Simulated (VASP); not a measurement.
Cu:

```xyz
2
Lattice="2.5341 0.0000 0.0000 -1.2670 2.1946 0.0000 0.0000 0.0000 4.1126" Properties=species:S:1:pos:R:3 pbc="T T T"
Cu    0.0000    1.4631    1.0281
Cu    1.2670    0.7315    3.0844
```

Base run:

| Item | Value |
| --- | --- |
| Program | VASP 6.6.1 |
| Functional | BLYP |
| Potentials or basis | VASP PAW PBE potentials, release 64 (Cu) |
| Cutoff | 520 eV |
| k mesh | 12 × 12 × 7 |
| Occupations | fermi-dirac, width 0.1 eV |
| Spin | no spin polarisation |

Its results: band gap on the k mesh zero (band 11 reaches 12.60 eV, above the bottom of band 12 at 6.46 eV); pressure 16.9 GPa.

Task: The run is repeated on the same cell with these changes: functional from BLYP to PBEsol. What comes out?

Result: Band gap on the k mesh zero (band 11 reaches 11.82 eV, above the bottom of band 12 at 5.89 eV); pressure -0.7 GPa.

PBEsol binds more tightly than BLYP, so the same cell stands under less pressure.

Caveats: the PAW data sets were made with another functional, which shifts forces and pressure a little.
